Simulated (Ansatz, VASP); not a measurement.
## Pd: VASP beside Ansatz

```
Pd
1.0
     0.00000    1.99670    1.99670
     1.99670    0.00000    1.99670
     1.99670    1.99670    0.00000
Pd
1
Cartesian
  0.0000 0.0000 0.0000
```

Alike in both runs: task single point; functional PBE; k mesh 20 × 20 × 20; occupations gaussian, width 0.05 eV; no spin polarisation.

|  | VASP | Ansatz |
| --- | --- | --- |
| version | VASP 6.6.1 | Ansatz 0.2.0 |
| potentials or method | VASP PAW PBE potentials, release 64 (Pd), cutoff 520 eV | scalar-relativistic, plane waves, PAW |
| valence electrons in the cell | 10 | 18 |

Ansatz gave:

```
gap on the k mesh at the Fermi level (eV) : none
pressure (GPa)                            : -5.9
```

Estimate VASP's values.

gap on the k mesh at the Fermi level (eV): none; pressure (GPa): -6.2.

A gap of «none» marks a metal or a gap that the smearing closes. VASP's potentials hold 10 valence electrons a cell and Ansatz's 18, so a difference there can come from the potentials and not from the codes.
